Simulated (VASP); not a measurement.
# Ge (Fd-3m) in VASP: a series of runs, part 2 of 2

VASP 6.6.1. The steps go on from the part before.

### 3 Single point, PBEsol

This run uses another cell than the first one, of 14.38 Å³/atom, 0.717 times its volume.

INCAR

```
PREC = Accurate
ENCUT = 520
EDIFF = 1E-6
ISMEAR = 0
SIGMA = 0.1
LREAL = F
LASPH = T
NELM = 60
ALGO = Normal
ISIF = 2
LWAVE = F
LCHARG = T
GGA = PS
LELF = T
LVHAR = T
NBANDS = 21
```

KPOINTS

```
regular mesh
0
Gamma
  14 14 14
```

POSCAR

```
Ge
1.0
    0.0000000000      2.4319595708      2.4319595708
    2.4319595708      0.0000000000      2.4319595708
    2.4319595708      2.4319595708      0.0000000000
Ge
2
Direct
    0.5000000000      0.5000000000      0.5000000000
    0.7500000000      0.7500000000      0.7500000000
```

Potentials or basis: VASP PAW PBE potentials, release 64 (Ge_d).

On the command line:

```bash
$ cat potpaw_PBE.64/Ge_d/POTCAR > POTCAR
$ mpirun -np 1 vasp_std > vasp.out
```

OUTCAR:

```text
PREC = Accurate
   ENCUT = 520
   EDIFF = 1E-6
   ISMEAR = 0
   LREAL = F
   LASPH = T
   NELM = 60
   ISIF = 2
   GGA = PS

 ion  position               nearest neighbor table
   1  0.500  0.500  0.500-   2 2.11   2 2.11   2 2.11   2 2.11
   2  0.750  0.750  0.750-   1 2.11   1 2.11   1 2.11   1 2.11

  LATTYP: Found a face centered cubic cell.
 ALAT       =     4.8639191416

  Lattice vectors:

 A1 = (   0.0000000000,   2.4319595708,   2.4319595708)
 A2 = (   2.4319595708,   0.0000000000,   2.4319595708)
 A3 = (   2.4319595708,   2.4319595708,   0.0000000000)

Analysis of symmetry for initial positions (statically):
=====================================================================
 Subroutine PRICEL returns:
 Original cell was already a primitive cell.

 Routine SETGRP: Setting up the symmetry group for a
 face centered cubic supercell.

 Subroutine GETGRP returns: Found 48 space group operations
 (whereof 24 operations were pure point group operations)
 out of a pool of 48 trial point group operations.

The static configuration has the point symmetry T_d .
 The point group associated with its full space group is O_h .

Analysis of symmetry for dynamics (positions and initial velocities):
=====================================================================
 Subroutine PRICEL returns:
 Original cell was already a primitive cell.

 Routine SETGRP: Setting up the symmetry group for a
 face centered cubic supercell.

 Subroutine GETGRP returns: Found 48 space group operations
 (whereof 24 operations were pure point group operations)
 out of a pool of 48 trial point group operations.

The dynamic configuration has the point symmetry T_d .
 The point group associated with its full space group is O_h .

 Subroutine INISYM returns: Found 48 space group operations
 (whereof 24 operations are pure point group operations),
 and found     1 'primitive' translations

----------------------------------------------------------------------------------------

                                     Primitive cell

  volume of cell :      28.7673

  direct lattice vectors                    reciprocal lattice vectors
     0.000000000  2.431959571  2.431959571    -0.205595523  0.205595523  0.205595523
     2.431959571  0.000000000  2.431959571     0.205595523 -0.205595523  0.205595523
     2.431959571  2.431959571  0.000000000     0.205595523  0.205595523 -0.205595523

  length of vectors
     3.439310208  3.439310208  3.439310208     0.356101892  0.356101892  0.356101892

  position of ions in fractional coordinates (direct lattice)
     0.500000000  0.500000000  0.500000000
     0.750000000  0.750000000  0.750000000

  ion indices of the primitive-cell ions
   primitive index   ion index
                 1           1
                 2           2

----------------------------------------------------------------------------------------

 KPOINTS: regular mesh

Automatic generation of k-mesh.
 Grid dimensions read from file:
 generate k-points for:   14   14   14

 Generating k-lattice:

  Cartesian coordinates                     Fractional coordinates (reciprocal lattice)
    -0.014685395  0.014685395  0.014685395     0.071428571  0.000000000  0.000000000
     0.014685395 -0.014685395  0.014685395     0.000000000  0.071428571  0.000000000
     0.014685395  0.014685395 -0.014685395     0.000000000  0.000000000  0.071428571

  Length of vectors
     0.025435849  0.025435849  0.025435849

  Shift w.r.t. Gamma in fractional coordinates (k-lattice)
     0.000000000  0.000000000  0.000000000

 Subroutine IBZKPT returns following result:
 ===========================================

 Found    104 irreducible k-points:

 Following reciprocal coordinates:
            Coordinates               Weight
  0.000000  0.000000  0.000000      1.000000
  0.071429  0.000000  0.000000      8.000000
  0.142857  0.000000  0.000000      8.000000
  0.214286  0.000000  0.000000      8.000000
  0.285714  0.000000  0.000000      8.000000
  0.357143  0.000000  0.000000      8.000000
[... 16 lines left out ...]
  0.214286  0.142857  0.000000     24.000000
  0.285714  0.142857  0.000000     24.000000
 [... further k-points ...]
   k-points           NKPTS =    104   k-points in BZ     NKDIM =    104   number of bands    NBANDS=     21
   number of dos      NEDOS =    301   number of ions     NIONS =      2
   total plane-waves  NPLWV =  21952
   dimension x,y,z NGX =    28 NGY =   28 NGZ =   28
   dimension x,y,z NGXF=    56 NGYF=   56 NGZF=   56
   ions per type =               2
   NGX,Y,Z   is equivalent  to a cutoff of  13.53, 13.53, 13.53 a.u.
   NGXF,Y,Z  is equivalent  to a cutoff of  27.07, 27.07, 27.07 a.u.
 SYSTEM =  unknown system
   PREC   = accura    normal or accurate (medium, high low for compatibility)
   ISTART =      0    job   : 0-new  1-cont  2-samecut
   ICHARG =      2    charge: 1-file 2-atom 10-const
   ISPIN  =      1    spin polarized calculation?
   LNONCOLLINEAR =      F non collinear calculations
   LSORBIT =      F    spin-orbit coupling
   LASPH  =      T    aspherical Exc in radial PAW
   ENCUT  =  520.0 eV  38.22 Ry    6.18 a.u.   6.39  6.39  6.39*2*pi/ulx,y,z
   NELM   =     60;   NELMIN=  2; NELMDL= -5     # of ELM steps
   EDIFF  = 0.1E-05   stopping-criterion for ELM
   LREAL  =      F    real-space projection
   EDIFFG = 0.1E-04   stopping-criterion for IOM
   NSW    =      0    number of steps for IOM
   IBRION =     -1    ionic relax: 0-MD 1-quasi-New 2-CG
   NFREE  =      0    steps in history (QN), initial steepest desc. (CG)
   ISIF   =      2    stress and relaxation
   ISYM   =      2    0-nonsym 1-usesym 2-fastsym
   POTIM  = 0.5000    time-step for ionic-motion
   TEBEG  =    0.0;   TEEND  =   0.0 temperature during run
   PSTRESS=    0.0 pullay stress
   NELECT =      28.0000    total number of electrons
   NUPDOWN=      -1.0000    fix difference up-down
   EMIN   =  10.00;   EMAX   =-10.00  energy-range for DOS
   EFERMI =   0.00;   METHOD = LEGACY
   ISMEAR =     0;   SIGMA  =   0.10  broadening in eV -4-tet -1-fermi 0-gaus
   EFERMI_NEDOS =   21; number of points for ismear=-14 and -15
   IALGO  =     38    algorithm
   IMIX   =      4    mixing-type and parameters
     AMIX     =   0.40;   BMIX     =  1.00
     AMIX_MAG =   1.60;   BMIX_MAG =  1.00
  volume/ion in A,a.u.               =      14.38        97.07
  Fermi-wavevector in a.u.,A,eV,Ry     =   1.622412  3.065914 35.813538  2.632221
  Thomas-Fermi vector in A             =   2.716029
   LORBIT       =      0    0 simple, 1 ext, 2 COOP (PROOUT), +10 PAW based schemes
   GGA     = PS    functional components
   LHFCALC =     F    Hartree Fock is set to
   AEXX    =    0.0000 exact exchange contribution
   IVDW    =     0    specifies the selected vdW correction
   LEPSILON=     F    determine dielectric tensor
   LRPA    =     F    only Hartree local field effects (RPA)
 non-spin polarized calculation
 Gauss-broadening in eV      SIGMA  =   0.10
  energy-cutoff  :      520.00
  volume of cell :       28.77
 maximum number of plane-waves:       785
 NGX is ok and might be reduce to    28
   NGX = 13   NGY = 13   NGZ = 13

 number of electron      27.9999978 magnetization

 Free energy of the ion-electron system (eV)
  ---------------------------------------------------
  ext. energy  EPLUGINS =         0.00000000
  ---------------------------------------------------
  free energy    TOTEN  =        -6.74936168 eV

  energy without entropy =       -6.74826073  energy(sigma->0) =       -6.74881121

 E-fermi :  10.2801     XC(G=0): -12.4880

 val. band max:       10.2414057981   @ k =   0.5000   0.5000   0.0000
 cond. band min:      10.3017657275   @ k =   0.5000   0.4286   0.0000
 fundamental gap:      0.0603599293
 Fermi energy:        10.2801091014

 k-point     1 :       0.0000    0.0000    0.0000
  band No.  band energies     occupation
      1     -15.6599      2.00000
      2     -15.6599      2.00000
      3     -15.6599      2.00000
      4     -15.5752      2.00000
      5     -15.5752      2.00000
      6     -14.9466      2.00000
[... 13 lines left out ...]
     20      21.3446      0.00000
     21      21.3446      0.00000
[... 529 lines left out ...]
 k-point    24 :       0.2857    0.1429    0.0000
  band No.  band energies     occupation
      1     -15.7411      2.00000
      2     -15.7010      2.00000
      3     -15.6542      2.00000
      4     -15.4819      2.00000
      5     -15.4021      2.00000
      6     -15.1367      2.00000
[... 13 lines left out ...]
     20      21.4986      0.00000
     21      21.5876      0.00000

 [... further k-points ...]

------------------------ aborting loop because EDIFF is reached ----------------------------------------

  FORCE on cell =-STRESS in cart. coord.  units (eV):
  Direction    XX          YY          ZZ          XY          YZ          ZX
  --------------------------------------------------------------------------------------
  -------------------------------------------------------------------------------------
  Total       16.1448402     16.1448402     16.1448402      0.0000000      0.0000000      0.0000000
  in kB      899.1771999    899.1771999    899.1771999      0.0000000      0.0000000      0.0000000
  external PRESSURE =     899.1771999 kB  Pullay stress =       0.0000000 kB

 VOLUME and BASIS-vectors are now :
 -----------------------------------------------------------------------------
  energy-cutoff  :      520.00
  volume of cell :       28.77
      direct lattice vectors                 reciprocal lattice vectors
     0.000000000  2.431959571  2.431959571    -0.205595523  0.205595523  0.205595523
     2.431959571  0.000000000  2.431959571     0.205595523 -0.205595523  0.205595523
     2.431959571  2.431959571  0.000000000     0.205595523  0.205595523 -0.205595523

 POSITION                                       TOTAL-FORCE (eV/Angst)
 -----------------------------------------------------------------------------------
      2.43196      2.43196      2.43196        -0.000000      0.000000      0.000000
      3.64794      3.64794      3.64794         0.000000     -0.000000     -0.000000
 -----------------------------------------------------------------------------------
    total drift:                                0.000000      0.000000      0.000000

  FREE ENERGIE OF THE ION-ELECTRON SYSTEM (eV)
  ---------------------------------------------------
  free  energy   TOTEN  =        -6.7493616776 eV

  energy  without entropy=       -6.7482607340  energy(sigma->0) =       -6.74881121
```

Run time: 48 s. Hardware: 1 thread of Intel Xeon 6975P-C, shared host; peak memory 0.19 GiB.

Results:

* Free energy: -6.7494 eV
* Pressure: 89.9 GPa
* Band gap on the k mesh: zero (band 14 reaches 10.58 eV, above the bottom of band 15 at 10.08 eV)

Levels at points of the mesh, in eV from the Fermi level:
| k point | band 12 | band 13 | band 14 | band 15 | band 16 | band 17 |
| --- | --- | --- | --- | --- | --- | --- |
| (0.00, 0.00, 0.00) | 0.30 | 0.30 | 0.30 | 2.78 | 2.78 | 2.78 |
| (0.50, 0.00, 0.00) | -10.54 | -2.03 | -2.03 | 2.12 | 3.90 | 3.90 |
| (0.50, 0.50, 0.00) | -11.04 | -4.89 | -4.89 | -0.04 | -0.04 | 13.95 |

Caveat: the PAW data sets were made with another functional, which shifts forces and pressure a little.

### 4 Single point, PBEsol

This run uses another cell than the first one, of 21.68 Å³/atom, 1.081 times its volume.

INCAR

```
SYSTEM = Ge
  PREC = Accurate
  ENCUT = 520
  EDIFF = 1E-7
  ISMEAR = 0
  SIGMA = 0.1
  LREAL = .False.
  LASPH = .True.
  NELM = 100
  ALGO = Normal
  ISIF = 2
  LWAVE = .False.
  LCHARG = .False.
  GGA = PS
  NBANDS = 21
```

KPOINTS

```
Automatic mesh
0
Gamma
  12 12 12
  0 0 0
```

POSCAR

```
Ge
1.0
    0.0000000000      2.7883883340      2.7883883340
    2.7883883340      0.0000000000      2.7883883340
    2.7883883340      2.7883883340      0.0000000000
Ge
2
Direct
    0.5000000000      0.5000000000      0.5000000000
    0.7500000000      0.7500000000      0.7500000000
```

On the command line:

```bash
$ cat potpaw_PBE.64/Ge_d/POTCAR > POTCAR
$ mpirun -np 1 vasp_std > vasp.out
```

It took 54 s on 1 thread of Intel Xeon 6975P-C, shared host; peak memory 0.2 GiB.

It converged, with:

| Item | Value |
| --- | --- |
| Free energy | -9.8464 eV |
| Pressure | 3.9 GPa |
| Band gap on the k mesh | 0.26 eV, indirect (least direct gap 0.39 eV) |

Levels at points of the mesh, in eV from the valence-band top:
```csv
k point,band 10,band 11,band 12,band 13,band 14,band 15,band 16,band 17,band 18,band 19
"(0.00, 0.00, 0.00)",-24.53,-13.14,0.00,0.00,0.00,0.39,2.55,2.55,2.55,6.32
"(0.50, 0.00, 0.00)",-24.51,-10.93,-7.84,-1.48,-1.48,0.26,3.73,3.73,6.98,10.72
"(0.50, 0.50, 0.00)",-24.49,-9.07,-9.07,-3.24,-3.24,0.61,0.61,9.86,9.86,11.96
```

Caveat: the PAW data sets were made with another functional, which shifts forces and pressure a little. A k mesh can miss the band edges.

### 5 Summary

| cell | k mesh | gap on the mesh (eV) | pressure (GPa) |
| --- | --- | --- | --- |
| a = 3.842 Å, angles 60.0°, 2 atoms | 12 × 12 × 12 | 0.29 | 11.9 |
| a = 3.439 Å, angles 60.0°, 2 atoms | 14 × 14 × 14 | none | 89.9 |
| a = 3.943 Å, angles 60.0°, 2 atoms | 12 × 12 × 12 | 0.26 | 3.9 |

Alike in all rows: task single point; level PBEsol; potentials or basis VASP PAW PBE potentials, release 64 (Ge_d); no spin polarisation; cutoff (eV) 520; smearing gaussian 0.1 eV.

Caveats: the PAW data sets were made with another functional, which shifts forces and pressure a little.

Total energies depend on the potentials used, so only differences within one code and one set of settings carry meaning.
